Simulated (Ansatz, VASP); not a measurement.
# One calculation of Sb, two programs

File INCAR:

```
ALGO = Normal ; EDIFF = 1E-6
ENCUT = 520 ; GGA = PS
ISIF = 2 ; ISMEAR = -1
LASPH = True ; LCHARG = True
LELF = True ; LREAL = False
LVHAR = True ; LWAVE = False
NBANDS = 8 ; NELM = 100
PREC = Accurate ; SIGMA = 0.03
```

KPOINTS

```
k-points
0
Gamma
  14 14 14
```

POSCAR

```
Sb
1.0
    0.0000000000      2.3050000000      2.3280500000
    2.3050000000      0.0000000000      2.3280500000
    2.3050000000      2.3050000000      0.0000000000
Sb
1
Direct
    0.0000000000      0.0000000000      0.0000000000
```

Input for Ansatz:

```yaml
crystal:
  lattice:
    - [0.0, 2.305, 2.32805]
    - [2.305, 0.0, 2.32805]
    - [2.305, 2.305, 0.0]
  atoms:
    - { symbol: Sb, position: [0.0, 0.0, 0.0] }
kpoints:
  mp_grid: { grid: [14, 14, 14] }
  band_path:
    path:
      - [0.0, 0.0, 0.0]
      - [0.0, 0.5, 0.5]
      - [0.25, 0.75, 0.5]
      - [0.0, 0.5, 0.0]
      - [0.0, 0.0, 0.0]
      - [0.5, 0.5, 0.0]
      - [0.3725370062, 0.6274629938, 0.0]
      - [-0.3725370062, 0.3725370062, 0.0]
      - [0.0, 0.0, 0.0]
    npoints: 5
scf:
  occupations: { method: fermi_dirac, width: 0.03 }
hamiltonian:
  xc: pbesol
  pseudopotentials: { kind: all_electron, lapw: { basis_error: 0.00025 } }
output:
  forces: true
  stress: true
  eigenvalues: true
```

Change from the starting cell: zz strain of +1 %.

Alike in both runs: task single point; functional PBEsol; k mesh 14 × 14 × 14; occupations fermi-dirac, width 0.03 eV; no spin polarisation.

```csv
,VASP,Ansatz
version,VASP 6.6.1,Ansatz 0.2.0
potentials or method,"VASP PAW PBE potentials, release 64 (Sb), cutoff 520 eV","all-electron LAPW, scalar-relativistic"
```

|  | VASP | Ansatz | Ansatz less VASP |
| --- | --- | --- | --- |
| pressure (GPa) | 4.2 | 4.2 | -0.02 |
| traceless stress, the component that is largest in VASP (GPa) | 0.74 | 0.74 | +0.004 |

VASP's potentials were made for PBE, not for PBEsol. Ansatz ran all-electron here, and VASP with PAW potentials.

Spin-orbit coupling is off throughout.
